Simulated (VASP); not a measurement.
A run of VASP 6.6.1 is set up as follows.

INCAR

```
PREC = Accurate
ENCUT = 1340
EDIFF = 1E-6
ISMEAR = 0
SIGMA = 0.1
LREAL = False
LASPH = True
NELM = 200
ALGO = Normal
ISIF = 2
LWAVE = False
LCHARG = False
ISPIN = 2
MAGMOM = 2.75 0.38
LORBIT = 11
LMAXMIX = 4
GGA = PS
NBANDS = 22
GGA_COMPAT = False
```

Contents of KPOINTS:

```
Automatic mesh
0
Gamma
  1 1 1
```

Contents of POSCAR:

```
CoO
1.0
    1.5054695445      0.8691832468      2.4399269062
   -1.5054695445      0.8691832468      2.4399269062
    0.0000000000     -1.7383664936      2.4399269062
Co O
1 1
Direct
    0.0000000000      0.0000000000      0.0000000000
    0.5000000000      0.5000000000      0.5000000000
```

Potentials or basis: VASP PAW PBE potentials, release 64 (Co_sv, O_h).

Command:

```console
$ cat potpaw_PBE.64/Co_sv/POTCAR potpaw_PBE.64/O_h/POTCAR > POTCAR
$ mpirun -np 1 vasp_gam > vasp.out
```

Question: What does it give for the site moments?

Answer: Co +1.97; O +0.48 μB.

Question: Estimate the net moment.

Answer: 3.00 μB per cell.

Stress tensor (GPa, compression positive):
```
 30.86   0.00   0.00
  0.00  30.86   0.00
  0.00   0.00 -21.45
```

Caveat: the k points lie up to 2.56 Å⁻¹ apart, too coarse for converged energies, forces and pressures; the PAW data sets were made with another functional, which shifts forces and pressure a little; a cell with one magnetic atom can't hold antiferromagnetic order, which such compounds often take.
